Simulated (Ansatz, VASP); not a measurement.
One calculation of Ni, two programs

The input INCAR:

```
PREC = Accurate
ENCUT = 600
EDIFF = 1E-6
ISMEAR = 0
SIGMA = 0.05
LREAL = False
LASPH = True
NELM = 200
ALGO = Normal
ISIF = 2
LWAVE = False
LCHARG = True
ISPIN = 2
MAGMOM = 0.5
LORBIT = 11
LMAXMIX = 4
GGA = PE
LELF = True
LVHAR = True
NBANDS = 15
GGA_COMPAT = False
```

The input KPOINTS:

```
regular mesh
0
Gamma
  20 20 20
```

The input POSCAR:

```
Ni
1.0
   -1.4005384135      1.4005384135      1.4005384135
    1.4005384135     -1.4005384135      1.4005384135
    1.4005384135      1.4005384135     -1.4005384135
Ni
1
Direct
    0.0000000000      0.0000000000      0.0000000000
```

Input for Ansatz:

```yaml
crystal:
  lattice:
    - [-1.4005384135, 1.4005384135, 1.4005384135]
    - [1.4005384135, -1.4005384135, 1.4005384135]
    - [1.4005384135, 1.4005384135, -1.4005384135]
  atoms:
    - { symbol: Ni, position: [0.0, 0.0, 0.0], spin: 0.5 }
basis:
  ecutwfc: 600
  ecutrho_ratio: 5
kpoints:
  mp_grid: { grid: [20, 20, 20] }
hamiltonian:
  xc: pbe
scf:
  occupations: { method: gaussian, width: 0.05 }
output:
  forces: true
  stress: true
  eigenvalues: true
  populations: true
magnetization:
  spin_polarized: true
```

Alike in both runs: task single point; functional PBE; k mesh 20 × 20 × 20; occupations gaussian, width 0.05 eV; collinear spin.

|  | VASP | Ansatz |
| --- | --- | --- |
| version | VASP 6.6.1 | Ansatz 0.2.0 |
| potentials or method | VASP PAW PBE potentials, release 64 (Ni), cutoff 600 eV | scalar-relativistic, plane waves, PAW |
| valence electrons in the cell | 10 | 18 |

Ansatz gave:

* pressure (GPa): 0.0
* net moment per atom (μB): 0.58
* size of the moment on the site where the two differ most (μB): 0.61

**Question.** Estimate VASP's values.

**Answer.** Pressure (GPa): -0.1; net moment per atom (μB): 0.58; size of the moment on the site where the two differ most (μB): 0.59.

Site moments also hang on the region over which each program counts them. With one functional, cell and mesh, what is left measures potentials, basis and numerics. VASP's potentials hold 10 valence electrons a cell and Ansatz's 18, so a difference there can come from the potentials and not from the codes.
